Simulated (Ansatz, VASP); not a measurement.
## BaNa3 in VASP and in Ansatz

File INCAR:

```
  PREC = Accurate
  ENCUT = 600
  EDIFF = 1E-7
  ISMEAR = 0
  SIGMA = 0.1
  LREAL = F
  LASPH = T
  NELM = 80
  ALGO = Fast
  ISIF = 3
  LWAVE = F
  LCHARG = F
  GGA = PE
  IBRION = 2
  NSW = 90
  EDIFFG = -0.04
```

File KPOINTS:

```
Automatic mesh
0
Gamma
  3 3 4
```

Contents of POSCAR:

```
BaNa3
1.0
    6.7135980242      0.0000000000      0.0000000000
   -3.3567990121      5.8141464397      0.0000000000
    0.0000000000      0.0000000000      5.8565726563
Na Ba
6 2
Direct
    0.3788362855      0.0000000000      0.2500000000
    0.0000000000      0.3788362855      0.2500000000
    0.6211637145      0.6211637145      0.2500000000
    0.6211637145      0.0000000000      0.7500000000
    0.3788362855      0.3788362855      0.7500000000
    0.0000000000      0.6211637145      0.7500000000
    0.0000000000      0.0000000000      0.0000000000
    0.0000000000      0.0000000000      0.5000000000
```

Input for Ansatz:

```yaml
crystal:
  lattice:
    - [6.7135980242, 0.0, 0.0]
    - [-3.3567990121, 5.8141464397, 0.0]
    - [0.0, 0.0, 5.8565726563]
  atoms:
    - { symbol: Na, position: [0.3788362855, 0.0, 0.25] }
    - { symbol: Na, position: [0.0, 0.3788362855, 0.25] }
    - { symbol: Na, position: [0.6211637145, 0.6211637145, 0.25] }
    - { symbol: Na, position: [0.6211637145, 0.0, 0.75] }
    - { symbol: Na, position: [0.3788362855, 0.3788362855, 0.75] }
    - { symbol: Na, position: [0.0, 0.6211637145, 0.75] }
    - { symbol: Ba, position: [0.0, 0.0, 0.0] }
    - { symbol: Ba, position: [0.0, 0.0, 0.5] }
basis:
  ecutwfc: 420
kpoints:
  mp_grid: { grid: [3, 3, 4] }
hamiltonian:
  xc: pbe
scf:
  occupations: { method: gaussian, width: 0.1 }
  lower_state_search: "off"
output:
  forces: true
  stress: true
  eigenvalues: true
relax:
  adjacent_minimum: "off"
  f_tol: 0.04
  max_steps: 70
  cell: { stress_tol: 0.4 }
```

Alike in both runs: task relaxation of cell and atoms; functional PBE; k mesh 3 × 3 × 4; occupations gaussian, width 0.1 eV; no spin polarisation.

```csv
,VASP,Ansatz
version,VASP 6.6.1,Ansatz 0.2.0
potentials or method,"VASP PAW PBE potentials, release 64 (Na_pv, Ba_sv), cutoff 600 eV","scalar-relativistic, plane waves, PAW"
valence electrons in the cell,62,74
```

Ansatz gave:

| Quantity | Value |
| --- | --- |
| gap on the k mesh at the Fermi level, each at its own relaxed structure (eV) | none |
| relaxed volume (Å³/atom) | 46.26 |
| relaxed length of the cell vector where the two differ most in proportion (Å) | 7.170 |

Question: What did VASP give for the same quantities?

Answer: gap on the k mesh at the Fermi level, each at its own relaxed structure (eV): none; relaxed volume (Å³/atom): 45.89; relaxed length of the cell vector where the two differ most in proportion (Å): 7.126.

A gap of «none» marks a metal or a gap that the smearing closes. VASP's potentials hold 62 valence electrons a cell and Ansatz's 74, so a difference there can come from the potentials and not from the codes.

The k mesh is coarse, so the values compare programs but aren't converged. Spin-orbit coupling is off throughout. Noted on VASP's run: the volume moved by over 15 % at a fixed basis, so the end points are rough.
